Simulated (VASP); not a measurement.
# Ni (Fm-3m) in VASP: single point with PBE

Aim: the single point of Ni with PBE.

Everything below comes from runs of VASP 6.6.1. Logs are shortened: lines on timing, memory, paths and dates and some standing lists are left out, and cuts for length are marked.

### 1 The cell of the first run

The structure is cubic, space group Fm-3m (No. 225). The conventional cell has a = 3.632 Å, b = 3.632 Å, c = 3.632 Å, α = 90.00°, β = 90.00°, γ = 90.00°. Ni (site symmetry m-3m) has 12 Ni at 2.57 Å within 3.4 Å.

### 2 Single point, PBE, collinear spin, ferromagnetic start (11.98 Å³/atom)

INCAR reads:

```
PREC = Accurate
ENCUT = 520
EDIFF = 1E-6
ISMEAR = 0
SIGMA = 0.1
LREAL = False
LASPH = True
NELM = 150
ALGO = Normal
ISIF = 2
LWAVE = False
LCHARG = False
ISPIN = 2
MAGMOM = 0.75
LORBIT = 11
LMAXMIX = 4
GGA = PE
NBANDS = 15
```

KPOINTS reads:

```
regular mesh
0
Gamma
  20 20 20
```

POSCAR reads:

```
Ni
1.0
    0.0000000000      1.8160262561      1.8160262561
    1.8160262561      0.0000000000      1.8160262561
    1.8160262561      1.8160262561      0.0000000000
Ni
1
Direct
    0.0000000000      0.0000000000      0.0000000000
```

Potentials or basis: VASP PAW PBE potentials, release 64 (Ni).

Run with:

```console
cat potpaw_PBE.64/Ni/POTCAR > POTCAR
mpirun -np 1 vasp_std > vasp.out
```

OUTCAR:

```text
PREC = Accurate
   ENCUT = 520
   EDIFF = 1E-6
   ISMEAR = 0
   LREAL = False
   LASPH = True
   NELM = 150
   ISIF = 2
   ISPIN = 2
   LORBIT = 11
   GGA = PE

 ion  position               nearest neighbor table
   1  0.000  0.000  0.000-

  LATTYP: Found a face centered cubic cell.
 ALAT       =     3.6320525122

  Lattice vectors:

 A1 = (   0.0000000000,   1.8160262561,   1.8160262561)
 A2 = (   1.8160262561,   0.0000000000,   1.8160262561)
 A3 = (   1.8160262561,   1.8160262561,   0.0000000000)

Analysis of symmetry for initial positions (statically):
=====================================================================
 Subroutine PRICEL returns:
 Original cell was already a primitive cell.

 Routine SETGRP: Setting up the symmetry group for a
 face centered cubic supercell.

 Subroutine GETGRP returns: Found 48 space group operations
 (whereof 48 operations were pure point group operations)
 out of a pool of 48 trial point group operations.

The static configuration has the point symmetry O_h .

Analysis of symmetry for dynamics (positions and initial velocities):
=====================================================================
 Subroutine PRICEL returns:
 Original cell was already a primitive cell.

 Routine SETGRP: Setting up the symmetry group for a
 face centered cubic supercell.

 Subroutine GETGRP returns: Found 48 space group operations
 (whereof 48 operations were pure point group operations)
 out of a pool of 48 trial point group operations.

The dynamic configuration has the point symmetry O_h .

Analysis of structural, dynamic, and magnetic symmetry:
=====================================================================
 Subroutine PRICEL returns:
 Original cell was already a primitive cell.

 Routine SETGRP: Setting up the symmetry group for a
 face centered cubic supercell.

 Subroutine GETGRP returns: Found 48 space group operations
 (whereof 48 operations were pure point group operations)
 out of a pool of 48 trial point group operations.

The overall configuration has the point symmetry O_h .

 Subroutine INISYM returns: Found 48 space group operations
 (whereof 48 operations are pure point group operations),
 and found     1 'primitive' translations

----------------------------------------------------------------------------------------

                                     Primitive cell

  volume of cell :      11.9783

  direct lattice vectors                    reciprocal lattice vectors
     0.000000000  1.816026256  1.816026256    -0.275326416  0.275326416  0.275326416
     1.816026256  0.000000000  1.816026256     0.275326416 -0.275326416  0.275326416
     1.816026256  1.816026256  0.000000000     0.275326416  0.275326416 -0.275326416

  length of vectors
     2.568248961  2.568248961  2.568248961     0.476879341  0.476879341  0.476879341

  position of ions in fractional coordinates (direct lattice)
     0.000000000  0.000000000  0.000000000

  ion indices of the primitive-cell ions
   primitive index   ion index
                 1           1

----------------------------------------------------------------------------------------

 KPOINTS: regular mesh

Automatic generation of k-mesh.
 Grid dimensions read from file:
 generate k-points for:   20   20   20

 Generating k-lattice:

  Cartesian coordinates                     Fractional coordinates (reciprocal lattice)
    -0.013766321  0.013766321  0.013766321     0.050000000  0.000000000  0.000000000
     0.013766321 -0.013766321  0.013766321     0.000000000  0.050000000  0.000000000
     0.013766321  0.013766321 -0.013766321     0.000000000  0.000000000  0.050000000

  Length of vectors
     0.023843967  0.023843967  0.023843967

  Shift w.r.t. Gamma in fractional coordinates (k-lattice)
     0.000000000  0.000000000  0.000000000

 Subroutine IBZKPT returns following result:
 ===========================================

 Found    256 irreducible k-points:

 Following reciprocal coordinates:
            Coordinates               Weight
  0.000000  0.000000  0.000000      1.000000
  0.050000  0.000000  0.000000      8.000000
  0.100000  0.000000  0.000000      8.000000
  0.150000  0.000000  0.000000      8.000000
  0.200000  0.000000  0.000000      8.000000
  0.250000  0.000000  0.000000      8.000000
[... 16 lines left out ...]
 -0.400000  0.050000  0.000000     24.000000
 -0.350000  0.050000  0.000000     24.000000
 [... further k-points ...]
   k-points           NKPTS =    256   k-points in BZ     NKDIM =    256   number of bands    NBANDS=     15
   number of dos      NEDOS =    301   number of ions     NIONS =      1
   total plane-waves  NPLWV =   8000
   dimension x,y,z NGX =    20 NGY =   20 NGZ =   20
   dimension x,y,z NGXF=    40 NGYF=   40 NGZF=   40
   ions per type =               1
   NGX,Y,Z   is equivalent  to a cutoff of  12.95, 12.95, 12.95 a.u.
   NGXF,Y,Z  is equivalent  to a cutoff of  25.89, 25.89, 25.89 a.u.
 SYSTEM =  unknown system
   PREC   = accura    normal or accurate (medium, high low for compatibility)
   ISTART =      0    job   : 0-new  1-cont  2-samecut
   ICHARG =      2    charge: 1-file 2-atom 10-const
   ISPIN  =      2    spin polarized calculation?
   LNONCOLLINEAR =      F non collinear calculations
   LSORBIT =      F    spin-orbit coupling
   LASPH  =      T    aspherical Exc in radial PAW
   ENCUT  =  520.0 eV  38.22 Ry    6.18 a.u.   4.78  4.78  4.78*2*pi/ulx,y,z
   NELM   =    150;   NELMIN=  2; NELMDL= -5     # of ELM steps
   EDIFF  = 0.1E-05   stopping-criterion for ELM
   LREAL  =      F    real-space projection
   EDIFFG = 0.1E-04   stopping-criterion for IOM
   NSW    =      0    number of steps for IOM
   IBRION =     -1    ionic relax: 0-MD 1-quasi-New 2-CG
   NFREE  =      0    steps in history (QN), initial steepest desc. (CG)
   ISIF   =      2    stress and relaxation
   ISYM   =      2    0-nonsym 1-usesym 2-fastsym
   POTIM  = 0.5000    time-step for ionic-motion
   TEBEG  =    0.0;   TEEND  =   0.0 temperature during run
   PSTRESS=    0.0 pullay stress
   NELECT =      10.0000    total number of electrons
   NUPDOWN=      -1.0000    fix difference up-down
   EMIN   =  10.00;   EMAX   =-10.00  energy-range for DOS
   EFERMI =   0.00;   METHOD = LEGACY
   ISMEAR =     0;   SIGMA  =   0.10  broadening in eV -4-tet -1-fermi 0-gaus
   EFERMI_NEDOS =   21; number of points for ismear=-14 and -15
   IALGO  =     38    algorithm
   IMIX   =      4    mixing-type and parameters
     AMIX     =   0.40;   BMIX     =  1.00
     AMIX_MAG =   1.60;   BMIX_MAG =  1.00
  volume/ion in A,a.u.               =      11.98        80.83
  Fermi-wavevector in a.u.,A,eV,Ry     =   1.541497  2.913007 32.330344  2.376213
  Thomas-Fermi vector in A             =   2.647435
   LORBIT       =     11    0 simple, 1 ext, 2 COOP (PROOUT), +10 PAW based schemes
   GGA     = PE    functional components
   LHFCALC =     F    Hartree Fock is set to
   AEXX    =    0.0000 exact exchange contribution
   IVDW    =     0    specifies the selected vdW correction
   LEPSILON=     F    determine dielectric tensor
   LRPA    =     F    only Hartree local field effects (RPA)
 spin polarized calculation
 Gauss-broadening in eV      SIGMA  =   0.10
  energy-cutoff  :      520.00
  volume of cell :       11.98
 maximum number of plane-waves:       332
   NGX =  9   NGY =  9   NGZ =  9

 number of electron      10.0000000 magnetization       0.7500000

 number of electron       9.9999991 magnetization       0.6433702

 Free energy of the ion-electron system (eV)
  ---------------------------------------------------
  ext. energy  EPLUGINS =         0.00000000
  ---------------------------------------------------
  free energy    TOTEN  =        -5.41957335 eV

  energy without entropy =       -5.40972856  energy(sigma->0) =       -5.41465095

 E-fermi :   8.0887     XC(G=0): -12.6978

 val. band max:        8.0866660022   @ k =   0.3500   0.2500   0.0500
 cond. band min:       8.0913710096   @ k =  -0.2500   0.1000   0.0000
 fundamental gap:      0.0047050074
 Fermi energy:         8.0886745665

 spin component 1

 k-point     1 :       0.0000    0.0000    0.0000
  band No.  band energies     occupation
      1      -0.2755      1.00000
      2       5.8611      1.00000
      3       5.8611      1.00000
      4       5.8611      1.00000
      5       6.9001      1.00000
      6       6.9001      1.00000
      7      30.9872      0.00000
      8      34.1052      0.00000
      9      34.1052      0.00000
     10      34.1052      0.00000
     11      36.7888      0.00000
     12      36.7888      0.00000
     13      36.7888      0.00000
     14      39.9360      0.00000
     15      45.2326      0.00000
[... 397 lines left out ...]
 k-point    24 :      -0.3500    0.0500    0.0000
  band No.  band energies     occupation
      1       3.3752      1.00000
      2       5.9511      1.00000
      3       5.9993      1.00000
      4       6.1329      1.00000
      5       7.1746      1.00000
      6       7.4855      1.00000
      7      16.4914      0.00000
      8      28.6682      0.00000
      9      30.8731      0.00000
     10      32.2499      0.00000
     11      34.4243      0.00000
     12      36.1334      0.00000
     13      39.9136      0.00000
     14      46.2620      0.00000
     15      47.9143      0.00000

 [... further k-points ...]

 spin component 2

 k-point     1 :       0.0000    0.0000    0.0000
  band No.  band energies     occupation
      1      -0.3212      1.00000
      2       6.6421      1.00000
      3       6.6421      1.00000
      4       6.6421      1.00000
      5       7.4946      1.00000
      6       7.4946      1.00000
      7      30.8004      0.00000
      8      34.0918      0.00000
      9      34.0918      0.00000
     10      34.0918      0.00000
     11      36.8765      0.00000
     12      36.8765      0.00000
     13      36.8765      0.00000
     14      39.8002      0.00000
     15      45.3955      0.00000
[... 397 lines left out ...]
 k-point    24 :      -0.3500    0.0500    0.0000
  band No.  band energies     occupation
      1       3.5805      1.00000
      2       6.5220      1.00000
      3       6.6151      1.00000
      4       6.6498      1.00000
      5       7.9213      0.99104
      6       8.1934      0.06921
      7      16.7193      0.00000
      8      28.6527      0.00000
      9      30.8303      0.00000
     10      32.3502      0.00000
     11      34.4380      0.00000
     12      36.1413      0.00000
     13      39.9655      0.00000
     14      46.3179      0.00000
     15      48.0176      0.00000

 [... further k-points ...]

------------------------ aborting loop because EDIFF is reached ----------------------------------------

  FORCE on cell =-STRESS in cart. coord.  units (eV):
  Direction    XX          YY          ZZ          XY          YZ          ZX
  --------------------------------------------------------------------------------------
  -------------------------------------------------------------------------------------
  Total       -1.1120262     -1.1120262     -1.1120262      0.0000000      0.0000000      0.0000000
  in kB     -148.7404953   -148.7404953   -148.7404953      0.0000000      0.0000000      0.0000000
  external PRESSURE =    -148.7404953 kB  Pullay stress =       0.0000000 kB

 VOLUME and BASIS-vectors are now :
 -----------------------------------------------------------------------------
  energy-cutoff  :      520.00
  volume of cell :       11.98
      direct lattice vectors                 reciprocal lattice vectors
     0.000000000  1.816026256  1.816026256    -0.275326416  0.275326416  0.275326416
     1.816026256  0.000000000  1.816026256     0.275326416 -0.275326416  0.275326416
     1.816026256  1.816026256  0.000000000     0.275326416  0.275326416 -0.275326416

 POSITION                                       TOTAL-FORCE (eV/Angst)
 -----------------------------------------------------------------------------------
      0.00000      0.00000      0.00000        -0.000000     -0.000000      0.000000
 -----------------------------------------------------------------------------------
    total drift:                                0.000000      0.000000      0.000000

  FREE ENERGIE OF THE ION-ELECTRON SYSTEM (eV)
  ---------------------------------------------------
  free  energy   TOTEN  =        -5.4195733525 eV

  energy  without entropy=       -5.4097285572  energy(sigma->0) =       -5.41465095

 total charge

# of ion       s       p       d       tot
------------------------------------------
    1        0.459   0.419   8.278   9.155

 magnetization (x)

# of ion       s       p       d       tot
------------------------------------------
    1       -0.007  -0.024   0.696   0.665
```

Run time: 3.2 min. Hardware: 1 thread of Intel Xeon 8259CL, shared host; peak memory 0.18 GiB.

What came out:

```yaml
Free_energy: -5.4196 eV
Pressure: -14.9 GPa
Net_moment: 0.64 μB per cell
Site_moments: Ni +0.67 μB
Valence_electrons_inside_the_program's_atomic_spheres: Ni 9.15
```

Caveat: the cell stands under tension.
